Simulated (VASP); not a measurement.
A run of VASP 6.6.1 is set up as follows.

The input POSCAR:

```
Sr
1.0
    4.4785988347      0.0000000000      0.0000000000
   -2.2392994173      3.8785803643      0.0000000000
    0.0000000000      0.0000000000     14.7031428242
Sr
4
Direct
    1.0000000000      1.0000000000      0.0000000000
    1.0000000000      0.0000000000      0.5000000000
    0.3333333333      0.6666666667      0.2500000000
    0.6666666667      0.3333333333      0.7500000000
```

INCAR.step1

```
PREC = Accurate
ENCUT = 520
ISMEAR = -1
SIGMA = 0.1
LREAL = F
LASPH = T
NELM = 80
NBANDS = 28
GGA = PE
ALGO = Normal
EDIFF = 1E-4
LWAVE = T
LCHARG = F
```

The input INCAR.step2:

```
PREC = Accurate
ENCUT = 520
EDIFF = 1E-6
ISMEAR = -1
SIGMA = 0.1
LREAL = F
LASPH = T
NELM = 80
ALGO = Normal
ISIF = 2
LWAVE = F
LCHARG = T
METAGGA = R2SCAN
LMIXTAU = T
LELF = T
LVHAR = T
NBANDS = 28
ISTART = 1
```

The input KPOINTS:

```
regular mesh
0
Gamma
  10 10 3
```

Potentials or basis: VASP PAW PBE potentials, release 64 (Sr_sv).

The run is started by

```bash
$ cat potpaw_PBE.64/Sr_sv/POTCAR > POTCAR
$ cp INCAR.step1 INCAR
$ mpirun -np 1 vasp_std > vasp.out
$ cp INCAR.step2 INCAR
$ mpirun -np 1 vasp_std > vasp.out
```

(1) Predict the pressure.

(2) Predict the band gap on the k mesh.

Results:

(1) -1.1 GPa.

(2) zero (bands 20 and 21 overlap by 0.35 eV).

Caveat: the PAW data sets were made with another functional, which shifts forces and pressure a little.
